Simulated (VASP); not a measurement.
A run of VASP 6.6.1:

File POSCAR:

```
GaCuSe2
1.0
    3.7295628207      0.0000000000      0.0000000000
    0.0000000000      3.7295628207      0.0000000000
    0.0000000000      0.0000000000      5.2545477339
Cu Se Ga
1 2 1
Direct
    0.0000000000      0.0000000000      0.0000000000
    0.0000000000      0.0000000000      0.5000000000
    0.5000000000      0.5000000000      0.0000000000
    0.5000000000      0.5000000000      0.5000000000
```

File INCAR.step1:

```
SYSTEM = GaCuSe2
ALGO = Normal
EDIFF = 1E-4
ENCUT = 520
GGA = PE
ISMEAR = -1
LASPH = .TRUE.
LCHARG = .FALSE.
LREAL = .FALSE.
LWAVE = .TRUE.
NBANDS = 26
NELM = 100
PREC = Accurate
SIGMA = 0.02
```

Contents of INCAR.step2:

```
SYSTEM = GaCuSe2
ALGO = Normal
EDIFF = 1E-7
ENCUT = 520
ISIF = 2
ISMEAR = -1
ISTART = 1
LASPH = .TRUE.
LCHARG = .FALSE.
LMIXTAU = .TRUE.
LREAL = .FALSE.
LWAVE = .FALSE.
METAGGA = R2SCAN
NBANDS = 26
NELM = 100
PREC = Accurate
SIGMA = 0.02
```

File KPOINTS:

```
k-points
0
G
  8 8 6
  0 0 0
```

Potentials or basis: VASP PAW PBE potentials, release 64 (Cu, Se, Ga_d).

Command:

```bash
$ cat potpaw_PBE.64/Cu/POTCAR potpaw_PBE.64/Se/POTCAR potpaw_PBE.64/Ga_d/POTCAR > POTCAR
$ cp INCAR.step1 INCAR
$ mpirun -np 1 vasp_std > vasp.out
$ cp INCAR.step2 INCAR
$ mpirun -np 1 vasp_std > vasp.out
```

Hardware: 1 thread of AMD EPYC 9R45 (Zen 5), with other jobs on the host.

Problem. How long does it take, and how much memory?

Solution. Wall time 3.9 min on 1 thread of AMD EPYC 9R45 (Zen 5), on a shared host, peak memory 0.23 GiB. Counts: k points 60.
